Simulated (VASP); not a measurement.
Al5P2, 14 atoms in the cell. The structure is monoclinic, space group C2/c (No. 15). Conventional cell: a = 15.580 Å, b = 5.509 Å, c = 5.844 Å, α = 90.00°, β = 101.60°, γ = 90.00°. Al (site symmetry 1) has 2 P at 2.47 to 2.50 Å and 9 Al at 2.67 to 3.28 Å within 3.3 Å. Al (site symmetry 1) has 2 P at 2.47 to 2.53 Å and 7 Al at 2.67 to 3.06 Å within 3.3 Å. Within 3.3 Å of Al (site symmetry 2) lie 4 P at 2.52 to 2.75 Å and 6 Al at 2.79 to 3.23 Å. Within 3.3 Å of P (site symmetry 1) lie 6 Al at 2.47 to 2.75 Å. 

- Program: VASP 6.6.1
- Task: single point
- Functional: PBE
- Potentials or basis: VASP PAW PBE potentials, release 64 (Al, P)
- Cutoff: 520 eV
- k mesh: 3 × 3 × 3
- Occupations: gaussian, width 0.2 eV
- Spin: no spin polarisation
- Dipole correction: no
- Further INCAR settings: ALGO = Normal; EDIFF = 1e-07; NBANDS = 38

Potentials or basis: VASP PAW PBE potentials, release 64 (Al, P).

The run is started by

```bash
$ cat potpaw_PBE.64/Al/POTCAR potpaw_PBE.64/P/POTCAR > POTCAR
$ mpirun -np 1 vasp_std > vasp.out
```

Hardware: 1 thread of Intel(R) Xeon(R) Platinum 8559C (Emerald Rapids) (shared host).

Q: Estimate the wall time of this run.

A: Run time: 88 s on 1 thread of Intel(R) Xeon(R) Platinum 8559C (Emerald Rapids), with other jobs on the host, peak memory 0.46 GiB. Counts: scf iterations 15, k points 10.
